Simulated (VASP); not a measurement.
# LiTaC3: single point with r2SCAN

The system is LiTaC3.

```
CELL_PARAMETERS angstrom
5.08510 0.00000 0.00000
-2.54255 4.40383 0.00000
-2.54255 1.46794 4.53293
ATOMIC_POSITIONS crystal
Ta 0.00130 0.99870 0.00390
Ta 0.50130 0.49870 0.50390
C 0.12030 0.27420 0.21030
C 0.72580 0.63580 0.21030
C 0.36420 0.87970 0.21030
C 0.22580 0.37970 0.71030
C 0.86420 0.77420 0.71030
C 0.62030 0.13580 0.71030
Li 0.28200 0.71800 0.84600
Li 0.78200 0.21800 0.34600
```

* Program: VASP 6.6.1
* Task: single point
* Functional: r2SCAN
* Potentials or basis: VASP PAW PBE potentials, release 64 (Ta_pv, C, Li_sv)
* Cutoff: 520 eV
* k mesh: 7 × 7 × 7
* Occupations: fermi-dirac, width 0.1 eV
* Spin: no spin polarisation

The largest force is 4.102 eV/Å and the band gap on the k mesh is zero (bands 26 and 27 overlap by 0.61 eV).

Forces in eV/Å, atoms in the order of the input:
```
Ta   0.000  0.000 -4.102
Ta   0.000  0.000 -4.102
C   -1.046  2.555  1.303
C   -1.690 -2.183  1.303
C    2.736 -0.372  1.303
C   -2.736 -0.372  1.303
C    1.046  2.555  1.303
C    1.690 -2.183  1.303
Li   0.000  0.000  0.193
Li   0.000  0.000  0.193
```

Levels at points of the mesh, in eV from the Fermi level:
| k point | band 23 | band 24 | band 25 | band 26 | band 27 | band 28 | band 29 | band 30 |
| --- | --- | --- | --- | --- | --- | --- | --- | --- |
| (0.00, 0.00, 0.00) | -2.02 | -0.97 | 0.11 | 0.47 | 0.47 | 1.11 | 1.11 | 1.45 |

Wall time 12 min on 1 thread of Intel(R) Xeon(R) Platinum 8259CL CPU @ 2.50GHz (Skylake/Cascade Lake), on a shared host, peak memory 0.35 GiB.

Caveat: the PAW data sets were made with another functional, which shifts forces and pressure a little; spin-orbit coupling is left out, which moves the levels of the heavy elements.
